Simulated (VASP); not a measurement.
# SrCl2 (Fm-3m) in VASP: elastic constants with PBE

Aim: the elastic constants of SrCl2 with PBE.

All numbers are computed with VASP 6.6.1; they aren't measurements. Logs are shortened: lines on timing, memory, paths and dates and some standing lists are left out, and cuts for length are marked.

## 1. The cell of the first run

Symmetry: Fm-3m, No. 225, cubic system. The conventional cell has a = 6.977 Å, b = 6.977 Å, c = 6.977 Å, α = 90.00°, β = 90.00°, γ = 90.00°. Sr (site symmetry m-3m) has 8 Cl at 3.02 Å within 4.0 Å. Within 4.0 Å of Cl (site symmetry -43m) lie 4 Sr at 3.02 Å and 6 Cl at 3.49 Å.

## 2. Elastic constants, PBE

Contents of INCAR:

```
SYSTEM = SrCl2
  ALGO = Normal
  EDIFF = 1E-8
  ENCUT = 600
  GGA = PE
  IBRION = 6
  ISIF = 3
  ISMEAR = 0
  LASPH = .True.
  LCHARG = .False.
  LREAL = .False.
  LWAVE = .False.
  NBANDS = 19
  NELM = 80
  NFREE = 2
  NSW = 1
  POTIM = 0.015
  PREC = Accurate
  SIGMA = 0.01
```

Contents of KPOINTS:

```
k-points
0
Gamma
  6 6 6
  0 0 0
```

Contents of POSCAR:

```
SrCl2
1.0
    0.0000000000      3.4883500000      3.4883500000
    3.4883500000      0.0000000000      3.4883500000
    3.4883500000      3.4883500000      0.0000000000
Sr Cl
1 2
Direct
    0.0000000000      0.0000000000      0.0000000000
    0.2500000000      0.2500000000      0.2500000000
    0.7500000000      0.7500000000      0.7500000000
```

Potentials or basis: VASP PAW PBE potentials, release 64 (Sr_sv, Cl).

Launch:

```sh
$ cat potpaw_PBE.64/Sr_sv/POTCAR potpaw_PBE.64/Cl/POTCAR > POTCAR
$ mpirun -np 1 vasp_std > vasp.out
```

OUTCAR:

```text
SYSTEM = SrCl2
   EDIFF = 1E-8
   ENCUT = 600
   GGA = PE
   IBRION = 6
   ISIF = 3
   ISMEAR = 0
   LASPH = .True.
   LREAL = .False.
   NELM = 80
   NFREE = 2
   NSW = 1
   POTIM = 0.015
   PREC = Accurate

 ion  position               nearest neighbor table
   1  0.000  0.000  0.000-   3 3.02   3 3.02   3 3.02   2 3.02   3 3.02   2 3.02   2 3.02   2 3.02

   2  0.250  0.250  0.250-   1 3.02   1 3.02   1 3.02   1 3.02
   3  0.750  0.750  0.750-   1 3.02   1 3.02   1 3.02   1 3.02

  LATTYP: Found a face centered cubic cell.
 ALAT       =     6.9767000000

  Lattice vectors:

 A1 = (   0.0000000000,   3.4883500000,   3.4883500000)
 A2 = (   3.4883500000,   0.0000000000,   3.4883500000)
 A3 = (   3.4883500000,   3.4883500000,   0.0000000000)

Analysis of symmetry for initial positions (statically):
=====================================================================
 Subroutine PRICEL returns:
 Original cell was already a primitive cell.

 Routine SETGRP: Setting up the symmetry group for a
 face centered cubic supercell.

 Subroutine GETGRP returns: Found 48 space group operations
 (whereof 48 operations were pure point group operations)
 out of a pool of 48 trial point group operations.

The static configuration has the point symmetry O_h .

Analysis of symmetry for dynamics (positions and initial velocities):
=====================================================================
 Subroutine PRICEL returns:
 Original cell was already a primitive cell.

 Routine SETGRP: Setting up the symmetry group for a
 face centered cubic supercell.

 Subroutine GETGRP returns: Found 48 space group operations
 (whereof 48 operations were pure point group operations)
 out of a pool of 48 trial point group operations.

The dynamic configuration has the point symmetry O_h .

 Subroutine INISYM returns: Found 48 space group operations
 (whereof 48 operations are pure point group operations),
 and found     1 'primitive' translations

----------------------------------------------------------------------------------------

                                     Primitive cell

  volume of cell :      84.8966

  direct lattice vectors                    reciprocal lattice vectors
     0.000000000  3.488350000  3.488350000    -0.143334241  0.143334241  0.143334241
     3.488350000  0.000000000  3.488350000     0.143334241 -0.143334241  0.143334241
     3.488350000  3.488350000  0.000000000     0.143334241  0.143334241 -0.143334241

  length of vectors
     4.933271880  4.933271880  4.933271880     0.248262188  0.248262188  0.248262188

  position of ions in fractional coordinates (direct lattice)
     0.000000000  0.000000000  0.000000000
     0.250000000  0.250000000  0.250000000
     0.750000000  0.750000000  0.750000000

  ion indices of the primitive-cell ions
   primitive index   ion index
                 1           1
                 2           2
                 3           3

----------------------------------------------------------------------------------------

 KPOINTS: k-points

Automatic generation of k-mesh.
[... 94 lines left out ...]
   NGX = 19   NGY = 19   NGZ = 19

--------------------------------------- Ionic step        1  -------------------------------------------

 number of electron      24.0000003 magnetization

 Free energy of the ion-electron system (eV)
  ---------------------------------------------------
  ext. energy  EPLUGINS =         0.00000000
  ---------------------------------------------------
  free energy    TOTEN  =       -12.78261909 eV

  energy without entropy =      -12.78261909  energy(sigma->0) =      -12.78261909

------------------------ aborting loop because EDIFF is reached ----------------------------------------

  FORCE on cell =-STRESS in cart. coord.  units (eV):
  Direction    XX          YY          ZZ          XY          YZ          ZX
  --------------------------------------------------------------------------------------
  -------------------------------------------------------------------------------------
  Total        0.5925131      0.5925131      0.5925131      0.0000000      0.0000000      0.0000000
  in kB       11.1819720     11.1819720     11.1819720      0.0000000      0.0000000      0.0000000
  external PRESSURE =      11.1819720 kB  Pullay stress =       0.0000000 kB
[... 92 lines left out ...]
  FREE ENERGIE OF THE ION-ELECTRON SYSTEM (eV)
  ---------------------------------------------------
  free  energy   TOTEN  =       -12.7692672004 eV

  energy  without entropy=      -12.7692672004  energy(sigma->0) =      -12.76926720

[... ionic steps 4 to 14 ...]

--------------------------------------- Ionic step       15  -------------------------------------------

 number of electron      24.0000003 magnetization

------------------------ aborting loop because EDIFF is reached ----------------------------------------
[... 69 lines left out ...]
--------------------------------------- Ionic step       17  -------------------------------------------

 number of electron      24.0000002 magnetization

 Free energy of the ion-electron system (eV)
  ---------------------------------------------------
  ext. energy  EPLUGINS =         0.00000000
  ---------------------------------------------------
  free energy    TOTEN  =       -12.78230400 eV

  energy without entropy =      -12.78230400  energy(sigma->0) =      -12.78230400

 E-fermi :   0.2020     XC(G=0):  -8.2828

 val. band max:        0.1524586711   @ k =   0.0000   0.5000   0.5000
 cond. band min:       5.4908114807   @ k =   0.0000   0.0000   0.0000
 fundamental gap:      5.3383528096
 Fermi energy:         0.2019726695

 k-point     1 :       0.0000    0.0000    0.0000
  band No.  band energies     occupation
      1     -32.7342      2.00000
      2     -14.7262      2.00000
      3     -14.7260      2.00000
      4     -14.7257      2.00000
      5     -13.1525      2.00000
      6     -12.3024      2.00000
[... 505 lines left out ...]
      6     -12.4186      2.00000
[... 11 lines left out ...]
     18       8.9816      0.00000
     19       9.3264      0.00000

 [... further k-points ...]
[... 5 lines left out ...]
  --------------------------------------------------------------------------------------
  -------------------------------------------------------------------------------------
  Total        0.5938784      0.5929109      0.5929109      0.0000000      0.0377284      0.0000000
  in kB       11.2077384     11.1894780     11.1894780      0.0000000      0.7120153      0.0000000
  external PRESSURE =      11.1955648 kB  Pullay stress =       0.0000000 kB
[... 18 lines left out ...]
  FREE ENERGIE OF THE ION-ELECTRON SYSTEM (eV)
  ---------------------------------------------------
  free  energy   TOTEN  =       -12.7823040000 eV

  energy  without entropy=      -12.7823040000  energy(sigma->0) =      -12.78230400

 INTERNAL STRAIN TENSORS FROM STRAINED CELLS
 ============================================

 INTERNAL STRAIN TENSOR FOR ION    1 for displacements in x,y,z  (eV/Angst):
          X           Y           Z          XY          YZ          ZX
  --------------------------------------------------------------------------------
  x     0.00000     0.00000    -0.00000     0.00000    -0.00000    -0.00000
  y    -0.00000    -0.00000     0.00000     0.00000     0.00000     0.00000
  z     0.00000    -0.00000    -0.00000    -0.00000     0.00000    -0.00000

 INTERNAL STRAIN TENSORS FROM DISPLACED ATOMS
 ============================================

 INTERNAL STRAIN TENSOR FOR ION    1 for displacements in x,y,z  (eV/Angst):
          X           Y           Z          XY          YZ          ZX
  --------------------------------------------------------------------------------
  x     0.00000     0.00000     0.00000     0.00000     0.00000     0.00000
  y     0.00000     0.00000     0.00000     0.00000     0.00000     0.00000
  z     0.00000     0.00000     0.00000     0.00000     0.00000     0.00000

 INTERNAL STRAIN TENSOR FOR ION    3 for displacements in x,y,z  (eV/Angst):
          X           Y           Z          XY          YZ          ZX
  --------------------------------------------------------------------------------
  x    -0.00000    -0.00000    -0.00000     0.00000     2.50765     0.00000
  y     0.00000     0.00000     0.00000     0.00000     0.00000     2.50765
  z    -0.00000    -0.00000     0.00000     2.50765     0.00000     0.00000

 Eigenvectors and eigenvalues of the dynamical matrix
 ----------------------------------------------------

   1 f  =    5.395305 THz    33.899702 2PiTHz  179.968010 cm-1    22.313179 meV
             X         Y         Z           dx          dy          dz
      0.000000  0.000000  0.000000    -0.000000   -0.000000    0.000000
      1.744175  1.744175  1.744175     0.575879    0.410322    0.000000
      5.232525  5.232525  5.232525    -0.575879   -0.410322   -0.000000
[... 43 lines left out ...]
   9 f/i=    0.000435 THz     0.002735 2PiTHz    0.014518 cm-1     0.001800 meV
             X         Y         Z           dx          dy          dz
      0.000000  0.000000  0.000000     0.086008   -0.738529   -0.000000
      1.744175  1.744175  1.744175     0.054698   -0.469678   -0.000000
      5.232525  5.232525  5.232525     0.054698   -0.469678   -0.000000

--------------------------------------------------------------------------------------------------------

 ELASTIC MODULI CONTR FROM IONIC RELAXATION (kBar)
 Direction    XX          YY          ZZ          XY          YZ          ZX
 --------------------------------------------------------------------------------
 XX          -0.0000     -0.0000     -0.0000      0.0000      0.0000     -0.0000
 YY          -0.0000     -0.0000     -0.0000      0.0000      0.0000     -0.0000
 ZZ          -0.0000     -0.0000     -0.0000     -0.0000      0.0000     -0.0000
 XY           0.0000      0.0000     -0.0000    -56.2084      0.0000     -0.0000
 YZ           0.0000      0.0000      0.0000      0.0000    -56.2084     -0.0000
 ZX          -0.0000     -0.0000     -0.0000     -0.0000     -0.0000    -56.2084
 --------------------------------------------------------------------------------

 TOTAL ELASTIC MODULI (kBar)
 Direction    XX          YY          ZZ          XY          YZ          ZX
 --------------------------------------------------------------------------------
 XX         720.1251    204.0370    204.0370     -0.0000      0.0000     -0.0000
 YY         204.0370    720.1251    204.0370     -0.0000     -0.0000     -0.0000
 ZZ         204.0370    204.0370    720.1251      0.0000      0.0000      0.0000
 XY          -0.0000     -0.0000      0.0000     94.4752      0.0000     -0.0000
 YZ           0.0000     -0.0000      0.0000      0.0000     94.4752     -0.0000
 ZX          -0.0000     -0.0000      0.0000     -0.0000     -0.0000     94.4752
 --------------------------------------------------------------------------------
```

Wall time 6.9 min (1 thread of Intel Xeon 6975P-C (Granite Rapids), shared host); peak memory 0.4 GiB.

Results:

```
Elastic constants C11, C12, C44                         : 72, 20, 9 GPa
Voigt bulk modulus                                      : 38 GPa
Highest phonon frequency at Γ, LO-TO splitting left out : 180 cm⁻¹
```

Phonon frequencies in cm⁻¹ (negative: imaginary):
```tsv
q point	frequencies
(0.000, 0.000, 0.000)	0 0 0 138 138 138 180 180 180
```

Elastic tensor in Voigt notation (GPa, in the Cartesian axes of the cell as first typed):
```
72 20 20  0  0  0
20 72 20  0  0  0
20 20 72  0  0  0
 0  0  0  9  0  0
 0  0  0  0  9  0
 0  0  0  0  0  9
```

Clamped-ion elastic tensor (GPa):
```
72 20 20  0  0  0
20 72 20  0  0  0
20 20 72  0  0  0
 0  0  0 15  0  0
 0  0  0  0 15  0
 0  0  0  0  0 15
```

Caveat: the cell is under stress, which shifts elastic constants.
